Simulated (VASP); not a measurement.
# MgO (Fm-3m) in VASP: a series of runs

Runs on MgO. Level: PBEsol. Tasks: single point.

Program: VASP 6.6.1. These are calculated values, not measurements. Logs are shortened: lines on timing, memory, paths and dates and some standing lists are left out, and cuts for length are marked.

## Step 1: The cell of the first run

Symmetry: Fm-3m, No. 225, cubic system. The conventional cell has a = 4.339 Å, b = 4.339 Å, c = 4.339 Å, α = 90.00°, β = 90.00°, γ = 90.00°. Mg (site symmetry m-3m) has 6 O at 2.17 Å within 2.9 Å. Within 2.9 Å of O (site symmetry m-3m) lie 6 Mg at 2.17 Å.

## Step 2: Single point, PBEsol (strained)

Contents of INCAR:

```
SYSTEM = MgO
PREC     = Accurate       ! precision mode
ENCUT    = 520            ! plane-wave cutoff, eV
EDIFF    = 1E-7           ! SCF threshold, eV
ISMEAR   = 0              ! smearing method
SIGMA    = 0.02           ! smearing width, eV
LREAL    = .FALSE.        ! projectors in reciprocal space
LASPH    = .TRUE.         ! aspherical terms in the spheres
NELM     = 60             ! most SCF steps
ALGO     = Normal         ! electronic algorithm
ISIF     = 2              ! what is computed and relaxed
LWAVE    = .FALSE.        ! write WAVECAR
LCHARG   = .TRUE.         ! write CHGCAR
GGA      = PS             ! functional
LELF     = .TRUE.         ! ELF
LVHAR    = .TRUE.       
NBANDS   = 11             ! bands
```

Contents of KPOINTS:

```
regular mesh
0
G
  10 10 10
  0 0 0
```

Contents of POSCAR:

```
MgO
1.0
    0.0000000000      2.1693551030      2.1693551030
    2.1693551030      0.0000000000      2.1693551030
    2.1693551030      2.1693551030      0.0000000000
Mg O
1 1
Direct
    0.0000000000      0.0000000000      0.0000000000
    0.5000000000      0.5000000000      0.5000000000
```

Potentials or basis: VASP PAW PBE potentials, release 64 (Mg, O).

On the command line:

```sh
cat potpaw_PBE.64/Mg/POTCAR potpaw_PBE.64/O/POTCAR > POTCAR
mpirun -np 1 vasp_std > vasp.out
```

OUTCAR:

```text
SYSTEM = MgO
   PREC = Accurate
   ENCUT = 520
   EDIFF = 1E-7
   ISMEAR = 0
   LREAL = .FALSE.
   LASPH = .TRUE.
   NELM = 60
   ISIF = 2
   GGA = PS

 ion  position               nearest neighbor table
   1  0.000  0.000  0.000-   2 2.17   2 2.17   2 2.17   2 2.17   2 2.17   2 2.17
   2  0.500  0.500  0.500-   1 2.17   1 2.17   1 2.17   1 2.17   1 2.17   1 2.17

  LATTYP: Found a face centered cubic cell.
 ALAT       =     4.3387102060

  Lattice vectors:

 A1 = (   0.0000000000,   2.1693551030,   2.1693551030)
 A2 = (   2.1693551030,   0.0000000000,   2.1693551030)
 A3 = (   2.1693551030,   2.1693551030,   0.0000000000)

Analysis of symmetry for initial positions (statically):
=====================================================================
 Subroutine PRICEL returns:
 Original cell was already a primitive cell.

 Routine SETGRP: Setting up the symmetry group for a
 face centered cubic supercell.

 Subroutine GETGRP returns: Found 48 space group operations
 (whereof 48 operations were pure point group operations)
 out of a pool of 48 trial point group operations.

The static configuration has the point symmetry O_h .

Analysis of symmetry for dynamics (positions and initial velocities):
=====================================================================
 Subroutine PRICEL returns:
 Original cell was already a primitive cell.

 Routine SETGRP: Setting up the symmetry group for a
 face centered cubic supercell.

 Subroutine GETGRP returns: Found 48 space group operations
 (whereof 48 operations were pure point group operations)
 out of a pool of 48 trial point group operations.

The dynamic configuration has the point symmetry O_h .

 Subroutine INISYM returns: Found 48 space group operations
 (whereof 48 operations are pure point group operations),
 and found     1 'primitive' translations

----------------------------------------------------------------------------------------

                                     Primitive cell

  volume of cell :      20.4184

  direct lattice vectors                    reciprocal lattice vectors
     0.000000000  2.169355103  2.169355103    -0.230483243  0.230483243  0.230483243
     2.169355103  0.000000000  2.169355103     0.230483243 -0.230483243  0.230483243
     2.169355103  2.169355103  0.000000000     0.230483243  0.230483243 -0.230483243

  length of vectors
     3.067931408  3.067931408  3.067931408     0.399208688  0.399208688  0.399208688

  position of ions in fractional coordinates (direct lattice)
     0.000000000  0.000000000  0.000000000
[... 81 lines left out ...]
   NSW    =      0    number of steps for IOM
   IBRION =     -1    ionic relax: 0-MD 1-quasi-New 2-CG
   NFREE  =      0    steps in history (QN), initial steepest desc. (CG)
   ISIF   =      2    stress and relaxation
   ISYM   =      2    0-nonsym 1-usesym 2-fastsym
   POTIM  = 0.5000    time-step for ionic-motion
   TEBEG  =    0.0;   TEEND  =   0.0 temperature during run
   PSTRESS=    0.0 pullay stress
   NELECT =       8.0000    total number of electrons
   NUPDOWN=      -1.0000    fix difference up-down
   EMIN   =  10.00;   EMAX   =-10.00  energy-range for DOS
   EFERMI =   0.00;   METHOD = LEGACY
   ISMEAR =     0;   SIGMA  =   0.02  broadening in eV -4-tet -1-fermi 0-gaus
   EFERMI_NEDOS =   21; number of points for ismear=-14 and -15
   IALGO  =     38    algorithm
   IMIX   =      4    mixing-type and parameters
     AMIX     =   0.40;   BMIX     =  1.00
     AMIX_MAG =   1.60;   BMIX_MAG =  1.00
  volume/ion in A,a.u.               =      10.21        68.90
  Fermi-wavevector in a.u.,A,eV,Ry     =   1.197928  2.263756 19.524801  1.435032
  Thomas-Fermi vector in A             =   2.333831
   LORBIT       =      0    0 simple, 1 ext, 2 COOP (PROOUT), +10 PAW based schemes
   GGA     = PS    functional components
   LHFCALC =     F    Hartree Fock is set to
   AEXX    =    0.0000 exact exchange contribution
   IVDW    =     0    specifies the selected vdW correction
   LEPSILON=     F    determine dielectric tensor
   LRPA    =     F    only Hartree local field effects (RPA)
 non-spin polarized calculation
 Gauss-broadening in eV      SIGMA  =   0.02
  energy-cutoff  :      520.00
  volume of cell :       20.42
 maximum number of plane-waves:       568
   NGX = 11   NGY = 11   NGZ = 11

 number of electron       7.9999996 magnetization

 Free energy of the ion-electron system (eV)
  ---------------------------------------------------
  ext. energy  EPLUGINS =         0.00000000
  ---------------------------------------------------
  free energy    TOTEN  =       -12.44266529 eV

  energy without entropy =      -12.44266529  energy(sigma->0) =      -12.44266529

 E-fermi :   2.5514     XC(G=0): -10.8880

 val. band max:        2.4318953728   @ k =   0.0000   0.0000   0.0000
 cond. band min:       6.2562004502   @ k =   0.0000   0.0000   0.0000
 fundamental gap:      3.8243050774
 Fermi energy:         2.5514316024

 k-point     1 :       0.0000    0.0000    0.0000
  band No.  band energies     occupation
      1     -14.3375      2.00000
      2       2.4319      2.00000
      3       2.4319      2.00000
      4       2.4319      2.00000
      5       6.2562      0.00000
      6      17.5689      0.00000
      7      17.5689      0.00000
      8      17.5689      0.00000
      9      21.1851      0.00000
     10      22.9671      0.00000
     11      22.9671      0.00000
[... 309 lines left out ...]
 k-point    24 :       0.4000    0.3000    0.0000
  band No.  band energies     occupation
      1     -13.2674      2.00000
      2      -0.9123      2.00000
      3       1.2339      2.00000
      4       1.4358      2.00000
      5      11.0482      0.00000
      6      12.1687      0.00000
      7      15.0010      0.00000
      8      19.3446      0.00000
      9      19.5362      0.00000
     10      26.1242      0.00000
     11      27.6000      0.00000

 [... further k-points ...]
[... 5 lines left out ...]
  --------------------------------------------------------------------------------------
  -------------------------------------------------------------------------------------
  Total       -1.5393394     -1.5393394     -1.5393394     -0.0000000      0.0000000     -0.0000000
  in kB     -120.7877914   -120.7877914   -120.7877914     -0.0000000      0.0000000     -0.0000000
  external PRESSURE =    -120.7877914 kB  Pullay stress =       0.0000000 kB

 VOLUME and BASIS-vectors are now :
 -----------------------------------------------------------------------------
  energy-cutoff  :      520.00
  volume of cell :       20.42
      direct lattice vectors                 reciprocal lattice vectors
     0.000000000  2.169355103  2.169355103    -0.230483243  0.230483243  0.230483243
     2.169355103  0.000000000  2.169355103     0.230483243 -0.230483243  0.230483243
     2.169355103  2.169355103  0.000000000     0.230483243  0.230483243 -0.230483243

 POSITION                                       TOTAL-FORCE (eV/Angst)
 -----------------------------------------------------------------------------------
      0.00000      0.00000      0.00000         0.000000     -0.000000      0.000000
      2.16936      2.16936      2.16936        -0.000000      0.000000      0.000000
 -----------------------------------------------------------------------------------
    total drift:                               -0.000000     -0.000000      0.000000

  FREE ENERGIE OF THE ION-ELECTRON SYSTEM (eV)
  ---------------------------------------------------
  free  energy   TOTEN  =       -12.4426652866 eV

  energy  without entropy=      -12.4426652866  energy(sigma->0) =      -12.44266529
```

stdout:

```text
POSCAR found type information on POSCAR MgO
 POSCAR found :  2 types and       2 ions
 scaLAPACK will be used
 -----------------------------------------------------------------------------
|                                                                             |
|                                                                             |
|     You enforced a specific xc type in the INCAR file but a different       |
|     I HOPE YOU KNOW WHAT YOU ARE DOING!                                     |
|                                                                             |
 -----------------------------------------------------------------------------

 LDA part: xc-table for (Slater+PW92), standard interpolation
 POSCAR, INCAR and KPOINTS ok, starting setup
 FFT: planning ... GRIDC
 FFT: planning ... GRID_SOFT
 FFT: planning ... GRID
 WAVECAR not read
 entering main loop
```

It took 7.6 s on 1 thread of Intel Xeon Platinum 8488C (Sapphire Rapids), shared host; peak memory 0.14 GiB.

Results:

```
Free energy            : -12.4427 eV
Pressure               : -12.1 GPa
Band gap on the k mesh : 3.82 eV, direct
```

Caveat: the cell differs from its parent crystal (strained); the PAW data sets were made with another functional, which shifts forces and pressure a little.

(Part 1 of 2 ends here.)
